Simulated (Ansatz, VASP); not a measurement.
# One calculation of Ge, two programs

```
Ge
1.0
     4.74416    0.00000    0.00000
    -2.37208    4.10857    0.00000
     0.00000    0.00000    2.66143
Ge
3
Direct
  0.00000 0.00000 0.00000
  0.33333 0.66667 0.50000
  0.66667 0.33333 0.50000
```

Alike in both runs: task single point; functional r2SCAN; k mesh 9 × 9 × 13; occupations fermi-dirac, width 0.1 eV; no spin polarisation.

|  | VASP | Ansatz |
| --- | --- | --- |
| version | VASP 6.6.1 | Ansatz 0.2.0 |
| potentials or method | VASP PAW PBE potentials, release 64 (Ge_d), cutoff 520 eV | plane waves (500 eV) with PAW, scalar-relativistic |
| valence electrons in the cell | 42 | 42 |

```csv
,VASP,Ansatz,Ansatz less VASP
pressure (GPa),7.0,7.2,+0.20
"traceless stress, the component that is largest in VASP (GPa)",4.79,4.75,-0.037
```

VASP's potentials were made for PBE, not for r2SCAN.
